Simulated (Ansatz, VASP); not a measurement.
MgO in VASP and in Ansatz

Contents of INCAR:

```
SYSTEM = MgO
  PREC = Accurate
  ENCUT = 520
  EDIFF = 1E-6
  ISMEAR = -1
  SIGMA = 0.05
  LREAL = .False.
  LASPH = .True.
  NELM = 100
  ALGO = Normal
  ISIF = 2
  LWAVE = .False.
  LCHARG = .False.
  GGA = PE
  NBANDS = 11
```

KPOINTS

```
Automatic mesh
0
Gamma
  11 11 11
  0 0 0
```

Contents of POSCAR:

```
MgO
1.0
    0.0000000000      2.0970013927      2.0970013927
    2.0970013927      0.0000000000      2.0970013927
    2.0970013927      2.0970013927      0.0000000000
Mg O
1 1
Direct
   -0.0164450000      0.0205070000     -0.0158170000
    0.5022520000      0.4969790000      0.5069060000
```

File input.yaml:

```yaml
crystal:
  lattice:
    - [0.0, 2.0970013927, 2.0970013927]
    - [2.0970013927, 0.0, 2.0970013927]
    - [2.0970013927, 2.0970013927, 0.0]
  atoms:
    - { symbol: Mg, position: [-0.016445, 0.020507, -0.015817] }
    - { symbol: O, position: [0.502252, 0.496979, 0.506906] }
kpoints:
  mp_grid: { grid: [11, 11, 11] }
scf:
  occupations: { method: fermi_dirac, width: 0.05 }
hamiltonian:
  xc: pbe
  pseudopotentials: { kind: all_electron, lapw: { basis_error: 0.001 } }
output:
  forces: true
  stress: true
  eigenvalues: true
  populations: true
```

Change from the starting cell: atoms moved at random, drawn with an rms of 0.05 Å.

Alike in both runs: task single point; functional PBE; k mesh 11 × 11 × 11; occupations fermi-dirac, width 0.05 eV; no spin polarisation.

|  | VASP | Ansatz |
| --- | --- | --- |
| version | VASP 6.6.1 | Ansatz 0.2.0 |
| potentials or method | VASP PAW PBE potentials, release 64 (Mg, O), cutoff 520 eV | all-electron LAPW, scalar-relativistic |

VASP gave:

- gap on the k mesh at the Fermi level (eV): 4.85
- least direct gap on the mesh (eV): 4.85
- pressure (GPa): 7.0
- traceless stress, the component that is largest in VASP (GPa): 1.94
- rms of the force components (eV/Å): 0.313

Problem. Which values does Ansatz return?

Solution. gap on the k mesh at the Fermi level (eV): 4.86; least direct gap on the mesh (eV): 4.86; pressure (GPa): 7.7; traceless stress, the component that is largest in VASP (GPa): 1.90; rms of the force components (eV/Å): 0.309.

Atom by atom the forces differ by 0.004 eV/Å (rms over components). Ansatz ran all-electron here, and VASP with PAW potentials.
